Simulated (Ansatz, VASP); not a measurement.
## Al in VASP and in Ansatz

Contents of INCAR:

```
SYSTEM = Al
  ALGO = Fast
  EDIFF = 1E-6
  ENCUT = 520
  GGA = CA
  ISIF = 2
  ISMEAR = 0
  LASPH = .TRUE.
  LCHARG = .FALSE.
  LREAL = .FALSE.
  LWAVE = .FALSE.
  NBANDS = 18
  NELM = 60
  PREC = Accurate
  SIGMA = 0.15
```

KPOINTS

```
k-points
0
G
  19 19 4
  0 0 0
```

Contents of POSCAR:

```
Al
1.0
    2.0239800000     -2.0239800000      0.0000000000
    2.0239800000      0.0000000000     -2.0239800000
    8.5289327019      8.5289327019      8.5289327019
Al
6
Direct
    0.6666666667      0.6666666667      0.0790866913
    0.0000000000      0.0000000000      0.8701118097
    0.3333333333      0.3333333333      0.2372917150
    0.6666666667      0.6666666667      0.5537017623
    0.0000000000      0.0000000000      0.3954967387
    0.3333333333      0.3333333333      0.7119067860
```

Input for Ansatz:

```yaml
crystal:
  lattice:
    - [2.02398, -2.02398, 0.0]
    - [2.02398, 0.0, -2.02398]
    - [8.5289327019, 8.5289327019, 8.5289327019]
  atoms:
    - { symbol: Al, position: [0.6666666667, 0.6666666667, 0.0790866913] }
    - { symbol: Al, position: [0.0, 0.0, 0.8701118097] }
    - { symbol: Al, position: [0.3333333333, 0.3333333333, 0.237291715] }
    - { symbol: Al, position: [0.6666666667, 0.6666666667, 0.5537017623] }
    - { symbol: Al, position: [0.0, 0.0, 0.3954967387] }
    - { symbol: Al, position: [0.3333333333, 0.3333333333, 0.711906786] }
basis:
  ecutwfc: 420
kpoints:
  mp_grid: { grid: [19, 19, 4] }
hamiltonian:
  xc: lda
scf:
  occupations: { method: gaussian, width: 0.15 }
output:
  forces: true
  stress: true
  eigenvalues: true
  write_density: true
  write_potential: true
  elf: true
  volumetric_format: npy
```

Alike in both runs: task single point; functional LDA; k mesh 19 × 19 × 4; occupations gaussian, width 0.15 eV; no spin polarisation.

```csv
,VASP,Ansatz
version,VASP 6.6.1,Ansatz 0.2.0
potentials or method,"VASP PAW LDA potentials, release 64 (Al), cutoff 520 eV","scalar-relativistic, plane waves, PAW"
valence electrons in the cell,18,18
```

|  | VASP | Ansatz | Ansatz less VASP |
| --- | --- | --- | --- |
| gap on the k mesh at the Fermi level (eV) | none | none | - |
| pressure (GPa) | -4.8 | -4.8 | -0.04 |
| rms of the force components (eV/Å) | 0.136 | 0.135 | -0.0014 |

LDA's correlation is that of Perdew and Zunger in VASP and of Perdew and Wang (1992) in Ansatz. Atom by atom the forces differ by 0.001 eV/Å (rms over components). A gap of «none» marks a metal or a gap that the smearing closes.
